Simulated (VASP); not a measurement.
A run of VASP 6.6.1 is set up as follows.

The input POSCAR:

```
Li2CaO2
1.0
    3.3597039113      0.0000000000      0.0000000000
   -1.6798519557      2.9095889364      0.0000000000
    0.0000000000      0.0000000000      5.4717747976
Li Ca O
2 1 2
Direct
    0.3333333333      0.6666666667      0.8839502270
    0.6666666667      0.3333333333      0.1160497730
    0.0000000000      0.0000000000      0.5000000000
    0.3333333333      0.6666666667      0.2437330843
    0.6666666667      0.3333333333      0.7562669157
```

File INCAR.step1:

```
  PREC = Accurate
  ENCUT = 520
  EDIFF = 1E-5
  ISMEAR = 0
  SIGMA = 0.02
  LREAL = F
  LASPH = T
  NELM = 60
  ALGO = Normal
  ISIF = 2
  LWAVE = T
  NBANDS = 22
  GGA = PE
  KPAR = 2
```

File INCAR.step2:

```
  PREC = Accurate
  ENCUT = 520
  EDIFF = 1E-6
  ISMEAR = 0
  SIGMA = 0.02
  LREAL = F
  LASPH = T
  NELM = 60
  ALGO = Normal
  ISIF = 2
  LWAVE = F
  LCHARG = T
  GGA = PE
  LHFCALC = T
  HFSCREEN = 0.2079
  PRECFOCK = Fast
  LVHAR = T
  NBANDS = 22
  ISTART = 1
  KPAR = 2
```

The input KPOINTS:

```
regular mesh
0
Gamma
  6 6 4
```

Potentials or basis: VASP PAW PBE potentials, release 64 (Li_sv, Ca_sv, O).

Run with:

```bash
$ cat potpaw_PBE.64/Li_sv/POTCAR potpaw_PBE.64/Ca_sv/POTCAR potpaw_PBE.64/O/POTCAR > POTCAR
$ cp INCAR.step1 INCAR
$ mpirun -np 2 vasp_std > vasp.out
$ cp INCAR.step2 INCAR
$ mpirun -np 2 vasp_std > vasp.out
```

(1) Estimate the largest force.

(2) Predict the band gap on the k mesh.

Answers

(1) 0.032 eV/Å.

(2) 6.34 eV (least direct gap 6.42 eV).

Caveat: the PAW data sets were made with another functional, which shifts forces and pressure a little.
